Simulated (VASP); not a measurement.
Here is a VASP 6.6.1 calculation.

The input INCAR:

```
SYSTEM = BeS
AGGAC = 0.0
ALDAC = 0.0
ALGO = Normal
EDIFF = 1E-8
ENCUT = 600
GGA = PE
IBRION = 6
ISIF = 3
ISMEAR = 0
LASPH = .True.
LCHARG = .True.
LREAL = .False.
LWAVE = .False.
NELM = 80
NFREE = 2
NSW = 1
POTIM = 0.015
PREC = Accurate
SIGMA = 0.01
```

KPOINTS

```
k-points
0
Gamma
  7 7 7
  0 0 0
```

File POSCAR:

```
BeS
1.0
    0.0000000000      2.4250000000      2.4250000000
    2.4250000000      0.0000000000      2.4250000000
    2.4250000000      2.4250000000      0.0000000000
S Be
1 1
Direct
    0.2500000000      0.2500000000      0.2500000000
    0.0000000000      0.0000000000      0.0000000000
```

Potentials or basis: VASP PAW PBE potentials, release 64 (S, Be).

Launch:

```bash
$ cat potpaw_PBE.64/S/POTCAR potpaw_PBE.64/Be/POTCAR > POTCAR
$ mpirun -np 1 vasp_std > vasp.out
```

What does it give for the elastic constants C11, C12, C44?

171, 70, 91 GPa.

Estimate the Voigt bulk modulus.

103 GPa.

Estimate the highest phonon frequency at Γ, LO-TO splitting left out.

572 cm⁻¹.

Clamped-ion elastic tensor (GPa):
```
171  70  70   0   0   0
 70 171  70   0   0   0
 70  70 171   0   0   0
  0   0   0 104   0   0
  0   0   0   0 104   0
  0   0   0   0   0 104
```

Caveat: the cell is under stress, which shifts elastic constants.
